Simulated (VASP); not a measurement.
Here is a VASP 6.6.1 calculation.

File INCAR:

```
PREC = Accurate
ENCUT = 520
EDIFF = 1E-6
ISMEAR = 0
SIGMA = 0.1
LREAL = F
LASPH = T
NELM = 100
ALGO = Normal
ISIF = 2
LWAVE = F
LCHARG = F
GGA = PS
NBANDS = 19
```

KPOINTS

```
Automatic mesh
0
Gamma
  10 10 5
```

The input POSCAR:

```
ScNb
1.0
    3.0656443612      0.0000000000      0.0000000000
   -1.5328221806      2.6549258957      0.0000000000
    0.0000000000      0.0000000000      5.0721940000
Nb Sc
1 1
Direct
    0.3333333333      0.6666666667      0.5000000000
    0.0000000000      0.0000000000      0.0000000000
```

Potentials or basis: VASP PAW PBE potentials, release 64 (Nb_sv, Sc_sv).

Run with:

```bash
$ cat potpaw_PBE.64/Nb_sv/POTCAR potpaw_PBE.64/Sc_sv/POTCAR > POTCAR
$ mpirun -np 1 vasp_std > vasp.out
```

Problem. Predict the pressure.

Solution. -4.1 GPa.

Problem. Predict the band gap on the k mesh.

Solution. Zero (bands 12 and 13 overlap by 0.89 eV).

Stress tensor (GPa, compression positive):
```
-4.03  0.00  0.00
 0.00 -4.03  0.00
 0.00  0.00 -4.33
```

Caveat: the cell stands under tension; the PAW data sets were made with another functional, which shifts forces and pressure a little.
